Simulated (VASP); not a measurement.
# ZrB2: electric field gradients with LDA

The system is ZrB2.

```
Zr B
1.0
     3.12222    0.00000    0.00000
    -1.56111    2.70393    0.00000
     0.00000    0.00000    3.47243
Zr B
1 2
Cartesian
  0.0000 0.0000 0.0000
  0.0000 1.8026 1.7362
  1.5611 0.9013 1.7362
```

This cell differs from its parent crystal: volume scaled by 0.96.

| Quantity | Value |
| --- | --- |
| Program | VASP 6.6.1 |
| Task | electric field gradients |
| Functional | LDA |
| Potentials or basis | VASP PAW LDA potentials, release 64 (Zr_sv, B) |
| Cutoff | 520 eV |
| k mesh | 13 × 13 × 10 |
| Occupations | fermi-dirac, width 0.03 eV |
| Spin | no spin polarisation |
| Dipole correction | no |
| Further INCAR settings | ALGO = Normal; EDIFF = 1e-08; NBANDS = 16 |

```
Pressure               : 3.6 GPa
Band gap on the k mesh : zero (band 9 reaches 11.62 eV, above the bottom of band 10 at 10.70 eV)
```

Stress tensor (GPa, compression positive):
```
3.39 0.00 0.00
0.00 3.39 0.00
0.00 0.00 3.97
```

Levels at points of the mesh, in eV from the Fermi level:
| k point | band 6 | band 7 | band 8 | band 9 | band 10 | band 11 | band 12 | band 13 |
| --- | --- | --- | --- | --- | --- | --- | --- | --- |
| (0.00, 0.00, 0.00) | -2.85 | -2.85 | -2.81 | -2.36 | 3.48 | 3.48 | 4.29 | 4.29 |
| (0.00, 0.00, 0.50) | -7.15 | -1.09 | -1.09 | 0.20 | 0.20 | 0.69 | 0.69 | 1.83 |

Electric field gradients, principal values (V/Å²):
```
atom    least   middle  greatest (by size)
1 Zr  -22.554  -22.554              45.108
 2 B   -0.858   -0.858               1.717
 3 B   -0.858   -0.858               1.717
```

Run time: 85 s on 1 thread of AMD EPYC 7R13, on a shared host, peak memory 0.14 GiB.

Caveat: without QUAD_EFG the Cq values of the log hold for a quadrupole moment of 1 mb, not for the nuclei.
